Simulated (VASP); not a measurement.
# In2O3 (R-3c) in VASP: further runs

Runs on In2O3. Level: PBE. Tasks: single point.

All numbers are computed with VASP 6.6.1; they aren't measurements. Logs are shortened: lines on timing, memory, paths and dates and some standing lists are left out, and cuts for length are marked.

## Step 1: The cell of the first run

The structure is trigonal, space group R-3c (No. 167). The conventional cell has a = 5.575 Å, b = 5.575 Å, c = 14.757 Å, α = 90.00°, β = 90.00°, γ = 120.00°. Within 2.9 Å of In (site symmetry 3) lie 6 O at 2.16 to 2.29 Å. Within 2.9 Å of O (site symmetry 2) lie 4 In at 2.16 to 2.29 Å and 2 O at 2.86 Å.

## Step 2: Single point, PBE

Contents of INCAR:

```
PREC = Accurate ; ENCUT = 520
EDIFF = 1E-6 ; ISMEAR = 0
SIGMA = 0.02 ; LREAL = F
LASPH = T ; NELM = 100
ALGO = Normal ; ISIF = 2
LWAVE = F ; LCHARG = T
GGA = PE ; LELF = T
LVHAR = T ; NBANDS = 55
```

Contents of KPOINTS:

```
Automatic mesh
0
Gamma
  6 6 6
```

Contents of POSCAR:

```
In2O3
1.0
    2.7876176685      1.6094318113      4.9190313828
   -2.7876176685      1.6094318113      4.9190313828
    0.0000000000     -3.2188636226      4.9190313828
In O
4 6
Direct
    0.6427970984      0.6427970984      0.6427970984
    0.8572029016      0.8572029016      0.8572029016
    0.3572029016      0.3572029016      0.3572029016
    0.1427970984      0.1427970984      0.1427970984
    0.0465672021      0.7500000000      0.4534327979
    0.7500000000      0.4534327979      0.0465672021
    0.4534327979      0.0465672021      0.7500000000
    0.9534327979      0.2500000000      0.5465672021
    0.5465672021      0.9534327979      0.2500000000
    0.2500000000      0.5465672021      0.9534327979
```

Potentials or basis: VASP PAW PBE potentials, release 64 (In_d, O).

The run is started by

```bash
cat potpaw_PBE.64/In_d/POTCAR potpaw_PBE.64/O/POTCAR > POTCAR
mpirun -np 1 vasp_std > vasp.out
```

OUTCAR:

```text
PREC = Accurate
   ENCUT = 520
   EDIFF = 1E-6
   ISMEAR = 0
   LREAL = F
   LASPH = T
   NELM = 100
   ISIF = 2
   GGA = PE

 ion  position               nearest neighbor table
   1  0.643  0.643  0.643-  10 2.16   9 2.16   8 2.16   6 2.29   5 2.29   7 2.29   2 3.16   3 3.30
                             3 3.30   3 3.30   2 3.67   2 3.67   2 3.67
   2  0.857  0.857  0.857-   8 2.16   9 2.16  10 2.16   6 2.29   5 2.29   7 2.29   1 3.16   4 3.30
                             4 3.30   4 3.30   1 3.67   1 3.67   1 3.67
   3  0.357  0.357  0.357-   6 2.16   7 2.16   5 2.16   8 2.29  10 2.29   9 2.29   4 3.16   1 3.30
                             1 3.30   1 3.30   4 3.67   4 3.67   4 3.67
   4  0.143  0.143  0.143-   5 2.16   7 2.16   6 2.16   8 2.29  10 2.29   9 2.29   3 3.16   2 3.30
                             2 3.30   2 3.30   3 3.67   3 3.67   3 3.67
   5  0.047  0.750  0.453-   4 2.16   3 2.16   1 2.29   2 2.29
   6  0.750  0.453  0.047-   3 2.16   4 2.16   1 2.29   2 2.29
   7  0.453  0.047  0.750-   3 2.16   4 2.16   1 2.29   2 2.29
   8  0.953  0.250  0.547-   2 2.16   1 2.16   3 2.29   4 2.29
   9  0.547  0.953  0.250-   1 2.16   2 2.16   3 2.29   4 2.29
  10  0.250  0.547  0.953-   1 2.16   2 2.16   3 2.29   4 2.29

  LATTYP: Found a trigonal (rhomboedric) cell.
 ALAT       =     5.8786012593
 COS(alpha) =     0.5502735756

  Lattice vectors:

 A1 = (   2.7876176685,   1.6094318113,   4.9190313828)
 A2 = (  -2.7876176685,   1.6094318113,   4.9190313828)
 A3 = (   0.0000000000,  -3.2188636226,   4.9190313828)

Analysis of symmetry for initial positions (statically):
=====================================================================
 Subroutine PRICEL returns:
 Original cell was already a primitive cell.

 Routine SETGRP: Setting up the symmetry group for a
 trigonal (rhombohedral) supercell.

 Subroutine GETGRP returns: Found 12 space group operations
 (whereof  6 operations were pure point group operations)
 out of a pool of 12 trial point group operations.

The static configuration has the point symmetry S_6 .
 The point group associated with its full space group is D_3d.

Analysis of symmetry for dynamics (positions and initial velocities):
=====================================================================
 Subroutine PRICEL returns:
 Original cell was already a primitive cell.

 Routine SETGRP: Setting up the symmetry group for a
 trigonal (rhombohedral) supercell.

 Subroutine GETGRP returns: Found 12 space group operations
 (whereof  6 operations were pure point group operations)
 out of a pool of 12 trial point group operations.

The dynamic configuration has the point symmetry S_6 .
 The point group associated with its full space group is D_3d.

 Subroutine INISYM returns: Found 12 space group operations
 (whereof  6 operations are pure point group operations),
 and found     1 'primitive' translations

----------------------------------------------------------------------------------------

                                     Primitive cell

  volume of cell :     132.4148

  direct lattice vectors                    reciprocal lattice vectors
     2.787617668  1.609431811  4.919031383     0.179364626  0.103556215  0.067764018
    -2.787617668  1.609431811  4.919031383    -0.179364626  0.103556215  0.067764018
     0.000000000 -3.218863623  4.919031383     0.000000000 -0.207112430  0.067764018

  length of vectors
     5.878601259  5.878601259  5.878601259     0.217916316  0.217916316  0.217916316

  position of ions in fractional coordinates (direct lattice)
     0.642797098  0.642797098  0.642797098
     0.857202902  0.857202902  0.857202902
     0.357202902  0.357202902  0.357202902
     0.142797098  0.142797098  0.142797098
     0.046567202  0.750000000  0.453432798
     0.750000000  0.453432798  0.046567202
     0.453432798  0.046567202  0.750000000
     0.953432798  0.250000000  0.546567202
     0.546567202  0.953432798  0.250000000
     0.250000000  0.546567202  0.953432798

  ion indices of the primitive-cell ions
   primitive index   ion index
                 1           1
                 2           2
                 3           3
                 4           4
                 5           5
                 6           6
                 7           7
                 8           8
                 9           9
                10          10

----------------------------------------------------------------------------------------

 KPOINTS: Automatic mesh

Automatic generation of k-mesh.
 Grid dimensions read from file:
 generate k-points for:    6    6    6

 Generating k-lattice:

  Cartesian coordinates                     Fractional coordinates (reciprocal lattice)
     0.029894104  0.017259369  0.011294003     0.166666667 -0.000000000 -0.000000000
    -0.029894104  0.017259369  0.011294003    -0.000000000  0.166666667 -0.000000000
     0.000000000 -0.034518738  0.011294003    -0.000000000 -0.000000000  0.166666667

  Length of vectors
     0.036319386  0.036319386  0.036319386

  Shift w.r.t. Gamma in fractional coordinates (k-lattice)
     0.000000000  0.000000000  0.000000000

 Subroutine IBZKPT returns following result:
 ===========================================

 Found     32 irreducible k-points:

 Following reciprocal coordinates:
            Coordinates               Weight
  0.000000  0.000000  0.000000      1.000000
  0.166667  0.000000 -0.000000      6.000000
  0.333333  0.000000 -0.000000      6.000000
  0.500000  0.000000 -0.000000      3.000000
  0.166667  0.166667 -0.000000      6.000000
  0.333333  0.166667  0.000000     12.000000
[... 16 lines left out ...]
  0.500000  0.500000  0.166667      6.000000
 -0.333333  0.500000  0.166667     12.000000
 [... further k-points ...]
   k-points           NKPTS =     32   k-points in BZ     NKDIM =     32   number of bands    NBANDS=     55
   number of dos      NEDOS =    301   number of ions     NIONS =     10
   total plane-waves  NPLWV = 110592
   dimension x,y,z NGX =    48 NGY =   48 NGZ =   48
   dimension x,y,z NGXF=    96 NGYF=   96 NGZF=   96
   ions per type =               4   6
   NGX,Y,Z   is equivalent  to a cutoff of  13.57, 13.57, 13.57 a.u.
   NGXF,Y,Z  is equivalent  to a cutoff of  27.15, 27.15, 27.15 a.u.
 SYSTEM =  unknown system
   PREC   = accura    normal or accurate (medium, high low for compatibility)
   ISTART =      0    job   : 0-new  1-cont  2-samecut
   ICHARG =      2    charge: 1-file 2-atom 10-const
   ISPIN  =      1    spin polarized calculation?
   LNONCOLLINEAR =      F non collinear calculations
   LSORBIT =      F    spin-orbit coupling
   LASPH  =      T    aspherical Exc in radial PAW
   ENCUT  =  520.0 eV  38.22 Ry    6.18 a.u.  10.93 10.93 10.93*2*pi/ulx,y,z
   NELM   =    100;   NELMIN=  2; NELMDL= -5     # of ELM steps
   EDIFF  = 0.1E-05   stopping-criterion for ELM
   LREAL  =      F    real-space projection
   EDIFFG = 0.1E-04   stopping-criterion for IOM
   NSW    =      0    number of steps for IOM
   IBRION =     -1    ionic relax: 0-MD 1-quasi-New 2-CG
   NFREE  =      0    steps in history (QN), initial steepest desc. (CG)
   ISIF   =      2    stress and relaxation
   ISYM   =      2    0-nonsym 1-usesym 2-fastsym
   POTIM  = 0.5000    time-step for ionic-motion
   TEBEG  =    0.0;   TEEND  =   0.0 temperature during run
   PSTRESS=    0.0 pullay stress
   NELECT =      88.0000    total number of electrons
   NUPDOWN=      -1.0000    fix difference up-down
   EMIN   =  10.00;   EMAX   =-10.00  energy-range for DOS
   EFERMI =   0.00;   METHOD = LEGACY
   ISMEAR =     0;   SIGMA  =   0.02  broadening in eV -4-tet -1-fermi 0-gaus
   EFERMI_NEDOS =   21; number of points for ismear=-14 and -15
   IALGO  =     38    algorithm
   IMIX   =      4    mixing-type and parameters
     AMIX     =   0.40;   BMIX     =  1.00
     AMIX_MAG =   1.60;   BMIX_MAG =  1.00
  volume/ion in A,a.u.               =      13.24        89.36
  Fermi-wavevector in a.u.,A,eV,Ry     =   1.428642  2.699743 27.769748  2.041019
  Thomas-Fermi vector in A             =   2.548682
   LORBIT       =      0    0 simple, 1 ext, 2 COOP (PROOUT), +10 PAW based schemes
   GGA     = PE    functional components
   LHFCALC =     F    Hartree Fock is set to
   AEXX    =    0.0000 exact exchange contribution
   IVDW    =     0    specifies the selected vdW correction
   LEPSILON=     F    determine dielectric tensor
   LRPA    =     F    only Hartree local field effects (RPA)
 non-spin polarized calculation
 Gauss-broadening in eV      SIGMA  =   0.02
  energy-cutoff  :      520.00
  volume of cell :      132.41
 maximum number of plane-waves:      3589
 NGX is ok and might be reduce to    48
   NGX = 21   NGY = 21   NGZ = 21

 number of electron      88.0000007 magnetization

 Free energy of the ion-electron system (eV)
  ---------------------------------------------------
  ext. energy  EPLUGINS =         0.00000000
  ---------------------------------------------------
  free energy    TOTEN  =       -55.47546338 eV

  energy without entropy =      -55.47546338  energy(sigma->0) =      -55.47546338

 E-fermi :   5.1920     XC(G=0): -10.9763

 val. band max:        5.0621860626   @ k =  -0.1667   0.1667   0.0000
 cond. band min:       6.0229357147   @ k =   0.0000   0.0000   0.0000
 fundamental gap:      0.9607496521
 Fermi energy:         5.1919713271

 k-point     1 :       0.0000    0.0000    0.0000
  band No.  band energies     occupation
      1     -12.2831      2.00000
      2     -11.4817      2.00000
      3     -11.4817      2.00000
      4     -11.2857      2.00000
      5     -11.2857      2.00000
      6     -11.2056      2.00000
[... 47 lines left out ...]
     54      14.7058      0.00000
     55      15.1785      0.00000

 k-point     2 :       0.1667    0.0000   -0.0000
  band No.  band energies     occupation
      1     -12.2133      2.00000
      2     -11.4730      2.00000
      3     -11.4679      2.00000
      4     -11.3476      2.00000
      5     -11.3006      2.00000
      6     -11.2296      2.00000
[... 47 lines left out ...]
     54      15.2715      0.00000
     55      15.2759      0.00000

 k-point     3 :       0.3333    0.0000   -0.0000
  band No.  band energies     occupation
      1     -12.0240      2.00000
      2     -11.5253      2.00000
      3     -11.4421      2.00000
      4     -11.4271      2.00000
      5     -11.3411      2.00000
      6     -11.2887      2.00000
[... 1152 lines left out ...]
 k-point    23 :       0.5000    0.5000    0.1667
  band No.  band energies     occupation
      1     -11.8865      2.00000
      2     -11.6524      2.00000
      3     -11.4842      2.00000
      4     -11.3981      2.00000
      5     -11.3624      2.00000
      6     -11.2282      2.00000
[... 47 lines left out ...]
     54      15.6999      0.00000
     55      16.1833      0.00000

 k-point    24 :      -0.3333    0.5000    0.1667
  band No.  band energies     occupation
      1     -11.8221      2.00000
      2     -11.6925      2.00000
      3     -11.4947      2.00000
      4     -11.4301      2.00000
      5     -11.3245      2.00000
      6     -11.2375      2.00000
[... 47 lines left out ...]
     54      15.4106      0.00000
     55      16.0354      0.00000

 [... further k-points ...]
[... 5 lines left out ...]
  --------------------------------------------------------------------------------------
  -------------------------------------------------------------------------------------
  Total        0.3849562      0.3849562      0.2497130      0.0000000     -0.0000000     -0.0000000
  in kB        4.6578473      4.6578473      3.0214478      0.0000000     -0.0000000     -0.0000000
  external PRESSURE =       4.1123808 kB  Pullay stress =       0.0000000 kB

 VOLUME and BASIS-vectors are now :
 -----------------------------------------------------------------------------
  energy-cutoff  :      520.00
  volume of cell :      132.41
      direct lattice vectors                 reciprocal lattice vectors
     2.787617668  1.609431811  4.919031383     0.179364626  0.103556215  0.067764018
    -2.787617668  1.609431811  4.919031383    -0.179364626  0.103556215  0.067764018
     0.000000000 -3.218863623  4.919031383     0.000000000 -0.207112430  0.067764018

 POSITION                                       TOTAL-FORCE (eV/Angst)
 -----------------------------------------------------------------------------------
      0.00000      0.00000      9.48582         0.000000      0.000000      0.012536
      0.00000      0.00000     12.64982         0.000000     -0.000000     -0.012536
      0.00000      0.00000      5.27128         0.000000     -0.000000     -0.012536
      0.00000      0.00000      2.10727         0.000000      0.000000      0.012536
     -1.96090     -0.17752      6.14879        -0.005892     -0.010206      0.000000
      0.82672      1.78695      6.14879        -0.005892      0.010206      0.000000
      1.13419     -1.60943      6.14879         0.011784      0.000000      0.000000
      1.96090      0.17752      8.60830         0.005892      0.010206      0.000000
     -1.13419      1.60943      8.60830        -0.011784      0.000000     -0.000000
     -0.82672     -1.78695      8.60830         0.005892     -0.010206      0.000000
 -----------------------------------------------------------------------------------
    total drift:                               -0.000000      0.000000      0.000000

  FREE ENERGIE OF THE ION-ELECTRON SYSTEM (eV)
  ---------------------------------------------------
  free  energy   TOTEN  =       -55.4754633839 eV

  energy  without entropy=      -55.4754633839  energy(sigma->0) =      -55.47546338
```

Wall time 5.5 min (1 thread of Intel Xeon Platinum 8375C at 2.90GHz (Ice Lake), shared host); peak memory 0.4 GiB.

What came out:

```yaml
Free_energy: -55.4755 eV
Pressure: 0.4 GPa
Largest_force: 0.013 eV/Å
Band_gap_on_the_k_mesh: 0.96 eV, indirect (least direct gap 1.04 eV)
```

Forces in eV/Å, atoms in the order of the input:
```
In   0.000  0.000  0.013
In   0.000  0.000 -0.013
In   0.000  0.000 -0.013
In   0.000  0.000  0.013
O   -0.006 -0.010  0.000
O   -0.006  0.010  0.000
O    0.012  0.000  0.000
O    0.006  0.010  0.000
O   -0.012  0.000  0.000
O    0.006 -0.010  0.000
```

Caveat: spin-orbit coupling is left out, which moves the levels of the heavy elements. A k mesh can miss the band edges.

## Step 3: Single point, PBE

Contents of INCAR:

```
SYSTEM = In2O3
PREC = Accurate
ENCUT = 520
EDIFF = 1E-6
ISMEAR = 0
SIGMA = 0.02
LREAL = .FALSE.
LASPH = .TRUE.
NELM = 80
ALGO = Normal
ISIF = 2
LWAVE = .FALSE.
LCHARG = .FALSE.
GGA = PE
NBANDS = 55
```

Contents of KPOINTS:

```
Automatic mesh
0
G
  6 6 6
  0 0 0
```

POSCAR is that of step 2.

Potentials or basis: VASP PAW PBE potentials, release 64 (In_d, O).

The run is started by

```bash
cat potpaw_PBE.64/In_d/POTCAR potpaw_PBE.64/O/POTCAR > POTCAR
mpirun -np 1 vasp_std > vasp.out
```

OUTCAR:

```text
SYSTEM = In2O3
   PREC = Accurate
   ENCUT = 520
   EDIFF = 1E-6
   ISMEAR = 0
   LREAL = .FALSE.
   LASPH = .TRUE.
   NELM = 80
   ISIF = 2
   GGA = PE

 ion  position               nearest neighbor table
   1  0.643  0.643  0.643-  10 2.16   9 2.16   8 2.16   6 2.29   5 2.29   7 2.29   2 3.16   3 3.30
                             3 3.30   3 3.30   2 3.67   2 3.67   2 3.67
   2  0.857  0.857  0.857-   8 2.16   9 2.16  10 2.16   6 2.29   5 2.29   7 2.29   1 3.16   4 3.30
                             4 3.30   4 3.30   1 3.67   1 3.67   1 3.67
   3  0.357  0.357  0.357-   6 2.16   7 2.16   5 2.16   8 2.29  10 2.29   9 2.29   4 3.16   1 3.30
[... 1622 lines left out ...]
  external PRESSURE =       4.1123808 kB  Pullay stress =       0.0000000 kB

 VOLUME and BASIS-vectors are now :
 -----------------------------------------------------------------------------
  energy-cutoff  :      520.00
  volume of cell :      132.41
      direct lattice vectors                 reciprocal lattice vectors
     2.787617668  1.609431811  4.919031383     0.179364626  0.103556215  0.067764018
    -2.787617668  1.609431811  4.919031383    -0.179364626  0.103556215  0.067764018
     0.000000000 -3.218863623  4.919031383     0.000000000 -0.207112430  0.067764018

 POSITION                                       TOTAL-FORCE (eV/Angst)
 -----------------------------------------------------------------------------------
      0.00000      0.00000      9.48582         0.000000      0.000000      0.012536
      0.00000      0.00000     12.64982         0.000000     -0.000000     -0.012536
      0.00000      0.00000      5.27128         0.000000     -0.000000     -0.012536
      0.00000      0.00000      2.10727         0.000000      0.000000      0.012536
     -1.96090     -0.17752      6.14879        -0.005892     -0.010206      0.000000
      0.82672      1.78695      6.14879        -0.005892      0.010206      0.000000
      1.13419     -1.60943      6.14879         0.011784      0.000000      0.000000
      1.96090      0.17752      8.60830         0.005892      0.010206      0.000000
     -1.13419      1.60943      8.60830        -0.011784      0.000000     -0.000000
     -0.82672     -1.78695      8.60830         0.005892     -0.010206      0.000000
 -----------------------------------------------------------------------------------
    total drift:                               -0.000000      0.000000      0.000000

  FREE ENERGIE OF THE ION-ELECTRON SYSTEM (eV)
  ---------------------------------------------------
  free  energy   TOTEN  =       -55.4754633839 eV

  energy  without entropy=      -55.4754633839  energy(sigma->0) =      -55.47546338
```

OSZICAR:

```text
N       E                     dE             d eps       ncg     rms          rms(c)
DAV:   1     0.125505600746E+04    0.12551E+04   -0.41280E+04  3600   0.228E+03
DAV:   2     0.194081908472E+03   -0.10610E+04   -0.10098E+04  3669   0.638E+02
DAV:   3    -0.449083779142E+02   -0.23899E+03   -0.23200E+03  3953   0.268E+02
DAV:   4    -0.650427755103E+02   -0.20134E+02   -0.19944E+02  4753   0.834E+01
DAV:   5    -0.654659986257E+02   -0.42322E+00   -0.42235E+00  4408   0.129E+01    0.222E+01
DAV:   6    -0.554615650863E+02    0.10004E+02   -0.38610E+01  5322   0.595E+01    0.179E+01
DAV:   7    -0.555381988703E+02   -0.76634E-01   -0.34519E+00  4248   0.111E+01    0.427E+00
DAV:   8    -0.554904350869E+02    0.47764E-01   -0.27836E-01  5440   0.321E+00    0.267E+00
DAV:   9    -0.554766045573E+02    0.13831E-01   -0.65468E-02  5215   0.276E+00    0.474E-01
DAV:  10    -0.554747957811E+02    0.18088E-02   -0.19125E-02  4985   0.133E+00    0.101E-01
DAV:  11    -0.554753971122E+02   -0.60133E-03   -0.19016E-03  4252   0.268E-01    0.112E-01
DAV:  12    -0.554754633937E+02   -0.66282E-04   -0.19988E-04  5082   0.814E-02    0.234E-02
DAV:  13    -0.554754620673E+02    0.13263E-05   -0.22431E-05  4978   0.258E-02    0.148E-02
DAV:  14    -0.554754634290E+02   -0.13617E-05   -0.16482E-06  3176   0.116E-02    0.193E-03
DAV:  15    -0.554754633839E+02    0.45133E-07   -0.41899E-07  2585   0.574E-03
   1 F= -.55475463E+02 E0= -.55475463E+02  d E =-.225447E-21
```

stdout:

```text
POSCAR found type information on POSCAR InO
 POSCAR found :  2 types and      10 ions
 scaLAPACK will be used
 LDA part: xc-table for (Slater+PW92), standard interpolation
 POSCAR, INCAR and KPOINTS ok, starting setup
 FFT: planning ... GRIDC
 FFT: planning ... GRID_SOFT
 FFT: planning ... GRID
 WAVECAR not read
 entering main loop
```

Run time: 5.4 min. Hardware: 1 thread of Intel Xeon Platinum 8375C at 2.90GHz (Ice Lake), shared host; peak memory 0.4 GiB.

Results:

```
Free energy            : -55.4755 eV
Pressure               : 0.4 GPa
Largest force          : 0.013 eV/Å
Band gap on the k mesh : 0.96 eV, indirect (least direct gap 1.04 eV)
```

Forces in eV/Å, atoms in the order of the input:
```
In   0.000  0.000  0.013
In   0.000  0.000 -0.013
In   0.000  0.000 -0.013
In   0.000  0.000  0.013
O   -0.006 -0.010  0.000
O   -0.006  0.010  0.000
O    0.012  0.000  0.000
O    0.006  0.010  0.000
O   -0.012  0.000  0.000
O    0.006 -0.010  0.000
```

Caveat: spin-orbit coupling is left out, which moves the levels of the heavy elements.
